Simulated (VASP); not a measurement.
A run of VASP 6.6.1:

The input INCAR:

```
SYSTEM = Mg3SiO
PREC = Accurate
ENCUT = 520
EDIFF = 1E-7
ISMEAR = -1
SIGMA = 0.02
LREAL = .False.
LASPH = .True.
NELM = 60
ALGO = Normal
ISIF = 2
LWAVE = .False.
LCHARG = .False.
GGA = PE
NBANDS = 16
```

The input KPOINTS:

```
Automatic mesh
0
Gamma
  6 6 6
  0 0 0
```

POSCAR

```
Mg3SiO
1.0
    4.2624255679      0.0000000000      0.0000000000
    0.0000000000      4.2624255679      0.0000000000
    0.0000000000      0.0000000000      4.2624255679
Si O Mg
1 1 3
Direct
    0.0000000000      0.0000000000      0.0000000000
    0.5000000000      0.5000000000      0.5000000000
    0.5000000000      0.5000000000      0.0000000000
    0.5000000000      0.0000000000      0.5000000000
    0.0000000000      0.5000000000      0.5000000000
```

Potentials or basis: VASP PAW PBE potentials, release 64 (Si, O, Mg).

Command:

```bash
$ cat potpaw_PBE.64/Si/POTCAR potpaw_PBE.64/O/POTCAR potpaw_PBE.64/Mg/POTCAR > POTCAR
$ mpirun -np 1 vasp_std > vasp.out
```

Hardware: 1 thread of Intel(R) Xeon(R) Platinum 8488C (Sapphire Rapids), with other jobs on the host.

Task: Estimate the wall time of this run.

Result: It took 18 s on 1 thread of Intel(R) Xeon(R) Platinum 8488C (Sapphire Rapids), on a shared host, peak memory 0.18 GiB. Counts: scf iterations 18, k points 20.
